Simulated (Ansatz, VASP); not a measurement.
# Mg4H: VASP beside Ansatz

```xyz
10
Lattice="6.4201 0.0000 0.0000 0.0000 5.1379 0.0000 0.0000 0.0000 21.6645" Properties=species:S:1:pos:R:3 pbc="T T T"
Mg    0.0000    3.8534    4.0000
Mg    3.2101    3.8534    4.0000
Mg    1.6050    1.2845    4.9267
Mg    4.8151    1.2845    4.9267
Mg    1.6050    3.8534    6.8746
Mg    4.8151    3.8534    6.8746
Mg    0.0000    1.2845    7.6645
Mg    3.2101    1.2845    7.6645
H     4.0676    0.4282    9.0745
H     5.5626    0.4282    9.0745
```

Alike in both runs: task single point; functional PBE; k mesh 4 × 5 × 1; occupations gaussian, width 0.1 eV; no spin polarisation.

```csv
,VASP,Ansatz
version,VASP 6.6.1,Ansatz 0.2.0
potentials or method,"VASP PAW PBE potentials, release 64 (Mg, H), cutoff 520 eV","scalar-relativistic, plane waves, PAW"
valence electrons in the cell,18,82
```

|  | VASP | Ansatz | Ansatz less VASP |
| --- | --- | --- | --- |
| gap on the k mesh at the Fermi level (eV) | none | none | - |
| rms of the force components (eV/Å) | 0.113 | 0.112 | -0.0005 |

Atom by atom the forces differ by 0.004 eV/Å (rms over components). A gap of «none» marks a metal or a gap that the smearing closes. VASP's potentials hold 18 valence electrons a cell and Ansatz's 82, so a difference there can come from the potentials and not from the codes.
